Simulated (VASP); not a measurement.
Crystal: GaB.

```xyz
2
Lattice="2.7716 0.0000 0.0000 0.0000 2.7716 0.0000 0.0000 0.0000 3.2997" Properties=species:S:1:pos:R:3 pbc="T T T"
Ga    1.3858    1.3858    1.6498
B     0.0000    0.0000    0.0000
```

Base run:

```yaml
Program: VASP 6.6.1
Functional: PBE
Potentials_or_basis: VASP PAW PBE potentials, release 64 (Ga_d, B)
Cutoff: 520 eV
k_mesh: 10 × 10 × 8
Occupations: fermi-dirac, width 0.05 eV
Spin: no spin polarisation
```

Its results: band gap on the k mesh zero (band 8 reaches 10.44 eV, above the bottom of band 9 at 2.07 eV); pressure -5.1 GPa.

Task: The run is repeated on the same cell with these changes: functional from PBE to HSE06; k mesh from 10 × 10 × 8 to 5 × 5 × 4. What comes out?

Result: Band gap on the k mesh zero (band 8 reaches 11.26 eV, above the bottom of band 9 at 3.62 eV); pressure -9.0 GPa.

Several settings changed at once, so the effect can't be laid on one alone.

Caveats: some runs use coarse meshes; the PAW data sets were made with another functional, which shifts forces and pressure a little (some runs).
